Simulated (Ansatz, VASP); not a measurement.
Two plane-wave programs on Cr

File INCAR:

```
ALGO = Normal
EDIFF = 1E-6
ENCUT = 520
GGA = PS
ISIF = 2
ISMEAR = -1
ISPIN = 2
LASPH = True
LCHARG = False
LMAXMIX = 4
LORBIT = 11
LREAL = False
LWAVE = False
MAGMOM = -1.748 1.748
NBANDS = 23
NELM = 150
PREC = Accurate
SIGMA = 0.05
```

File KPOINTS:

```
k-points
0
Gamma
  12 12 12
```

File POSCAR:

```
Cr
1.0
    0.0000000000      2.3997525983      2.3997525983
    2.3997525983      0.0000000000      2.3997525983
    2.3997525983      2.3997525983      0.0000000000
Cr
2
Direct
    0.1250000000      0.1250000000      0.1250000000
    0.8750000000      0.8750000000      0.8750000000
```

Input for Ansatz:

```yaml
crystal:
  lattice:
    - [0.0, 2.3997525983, 2.3997525983]
    - [2.3997525983, 0.0, 2.3997525983]
    - [2.3997525983, 2.3997525983, 0.0]
  atoms:
    - { symbol: Cr, position: [0.125, 0.125, 0.125], spin: -1.748 }
    - { symbol: Cr, position: [0.875, 0.875, 0.875], spin: 1.748 }
hamiltonian:
  xc: pbesol
  pseudopotentials:
    kind: paw
    azcp:
      Cr: "pseudopotentials/Cr.paw.azcp"
basis:
  ecutwfc: 420
  fft_grid_basis: typed
kpoints:
  mp_grid: { grid: [12, 12, 12], shift: [0, 0, 0] }
magnetization:
  spin_polarized: true
scf:
  occupations: { method: fermi_dirac, width: 0.05 }
  lower_state_search: "off"
output:
  stress: true
```

Alike in both runs: task single point; functional PBEsol; k mesh 12 × 12 × 12; occupations fermi-dirac, width 0.05 eV; collinear spin.

|  | VASP | Ansatz |
| --- | --- | --- |
| version | VASP 6.6.1 | Ansatz 0.2.0 |
| potentials or method | VASP PAW PBE potentials, release 64 (Cr_pv), cutoff 520 eV | plane waves (420 eV) with PAW, scalar-relativistic |
| valence electrons in the cell | 24 | 28 |

|  | VASP | Ansatz | Ansatz less VASP |
| --- | --- | --- | --- |
| pressure (GPa) | 24.4 | 22.9 | -1.50 |
| net moment per atom (μB) | 0.00 | 0.00 | 0.000 |
| size of the moment on the site where the two differ most (μB) | 1.35 | 1.19 | -0.160 |

VASP's potentials were made for PBE, not for PBEsol, and Ansatz warns of the same on its side. Site moments also hang on the region over which each program counts them. VASP's potentials hold 24 valence electrons a cell and Ansatz's 28, so a difference there can come from the potentials and not from the codes.
